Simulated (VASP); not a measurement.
Write the native input for VASP 6.6.1 that does the following.

| Property | Result |
| --- | --- |
| Task | single point |
| Functional | PBE |
| Potentials or basis | VASP PAW PBE potentials, release 64 (Be, Cd, S) |
| Cutoff | 520 eV |
| k mesh | 3 × 3 × 6 |
| Occupations | gaussian, width 0.1 eV |
| Spin | no spin polarisation |
| Dipole correction | no |
| Further INCAR settings | ALGO = Normal; EDIFF = 1e-06; NBANDS = 34 |

The structure of BeCd3S2 lies in POSCAR:

```
BeCd3S2
1.0
    6.4183976800      0.0000000000      0.0000000000
   -3.2091988400      5.5584954500      0.0000000000
    0.0000000000      0.0000000000      3.3675419500
Be Cd S
1 3 2
Direct
    0.0000000000      0.0000000000      0.5000000000
    0.0000000000      0.5000000000      0.0000000000
    0.5000000000      0.5000000000      0.0000000000
    0.5000000000      0.0000000000      0.0000000000
    0.6666666700      0.3333333300      0.5000000000
    0.3333333300      0.6666666700      0.5000000000
```

These files were run (other wordings do the same):

INCAR

```
SYSTEM = BeCd3S2
  PREC = Accurate
  ENCUT = 520
  EDIFF = 1E-6
  ISMEAR = 0
  SIGMA = 0.1
  LREAL = .False.
  LASPH = .True.
  NELM = 80
  ALGO = Normal
  ISIF = 2
  LWAVE = .False.
  LCHARG = .False.
  GGA = PE
  NBANDS = 34
```

KPOINTS

```
regular mesh
0
Gamma
  3 3 6
  0 0 0
```

Potentials or basis: VASP PAW PBE potentials, release 64 (Be, Cd, S).

The run is started by

```console
$ cat potpaw_PBE.64/Be/POTCAR potpaw_PBE.64/Cd/POTCAR potpaw_PBE.64/S/POTCAR > POTCAR
$ mpirun -np 1 vasp_std > vasp.out
```

Results of the run:

| Item | Value |
| --- | --- |
| Pressure | 18.0 GPa |
| Band gap on the k mesh | zero (band 25 reaches 5.22 eV, above the bottom of band 26 at 3.60 eV) |

Caveat: the k points lie up to 0.38 Å⁻¹ apart.

It took 39 s on 1 thread of Intel(R) Xeon(R) Platinum 8488C (Sapphire Rapids), on a shared host, peak memory 0.25 GiB.
